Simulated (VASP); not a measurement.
## AlNi: elastic constants with PBE

Crystal: AlNi.

```
Ni Al
1.0
     2.88100    0.00000    0.00000
     0.00000    2.88100    0.00000
     0.00000    0.00000    2.88100
Ni Al
1 1
Direct
  0.50000 0.50000 0.50000
  0.00000 0.00000 0.00000
```

```json
{
  "Program": "VASP 6.6.1",
  "Task": "elastic constants",
  "Functional": "PBE",
  "Potentials or basis": "VASP PAW PBE potentials, release 64 (Ni, Al)",
  "Cutoff": "600 eV",
  "k mesh": "7 × 7 × 7",
  "Occupations": "fermi-dirac, width 0.05 eV",
  "Spin": "collinear spin, ferromagnetic start",
  "Starting moments": "[1.0, 0.0] μB",
  "Dipole correction": "no",
  "Ions in elastic constants": "relaxed",
  "Further INCAR settings": "ALGO = Fast; EDIFF = 1e-08; IBRION = 6; POTIM = 0.015; NSW = 1; ISIF = 3"
}
```

```
Net moment                                            : 0.00 μB per cell
Valence electrons inside the program's atomic spheres : Ni 9.47; Al 0.80
Elastic constants C11, C12, C44                       : 235, 132, 107 GPa
Voigt bulk modulus                                    : 167 GPa
Highest phonon frequency at Γ                         : 296 cm⁻¹
```

Phonon frequencies in cm⁻¹ (negative: imaginary):
```tsv
q point	frequencies
(0.000, 0.000, 0.000)	0 0 0 296 296 296
```

Elastic tensor in Voigt notation (GPa, in the Cartesian axes of the cell as first typed):
```
235 132 132   0   0   0
132 235 132   0   0   0
132 132 235   0   0   0
  0   0   0 107   0   0
  0   0   0   0 107   0
  0   0   0   0   0 107
```

Clamped-ion elastic tensor (GPa):
```
235 132 132   0   0   0
132 235 132   0   0   0
132 132 235   0   0   0
  0   0   0 107   0   0
  0   0   0   0 107   0
  0   0   0   0   0 107
```

It took 9.7 min on 1 thread of Intel Xeon 8259CL, with other jobs on the host, peak memory 0.24 GiB.

Caveat: the cell is under stress, which shifts elastic constants.
